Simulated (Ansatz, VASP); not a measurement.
**Zr3W: VASP beside Ansatz**

```xyz
8
Lattice="3.6487 -4.8786 0.0000 3.6487 4.8786 0.0000 0.0000 0.0000 4.6815" Properties=species:S:1:pos:R:3 pbc="T T T"
Zr    3.6487   -1.1281    3.5111
Zr    3.6487    1.1281    1.1704
Zr    1.6288    1.2057    3.5111
Zr    5.6686   -1.2057    1.1704
Zr    1.6288   -1.2057    1.1704
Zr    5.6686    1.2057    3.5111
W     3.6487    3.5796    3.5111
W     3.6487   -3.5796    1.1704
```

Alike in both runs: functional PBE; k mesh 6 × 6 × 8; occupations gaussian, width 0.1 eV; no spin polarisation.

Ansatz relaxed the structure, and its values are those at the end. VASP's run is a single point on that final structure, the one shown.

|  | VASP | Ansatz |
| --- | --- | --- |
| version | VASP 6.6.1 | Ansatz 0.2.0 |
| potentials or method | VASP PAW PBE potentials, release 64 (Zr_sv, W_sv), cutoff 520 eV | scalar-relativistic, plane waves, PAW |
| valence electrons in the cell | 100 | 100 |

|  | VASP | Ansatz | Ansatz less VASP |
| --- | --- | --- | --- |
| gap on the k mesh at the Fermi level (eV) | none | none | - |
| pressure (GPa) | 0.1 | 0.0 | -0.07 |

A gap of «none» marks a metal or a gap that the smearing closes.

Spin-orbit coupling is off throughout.
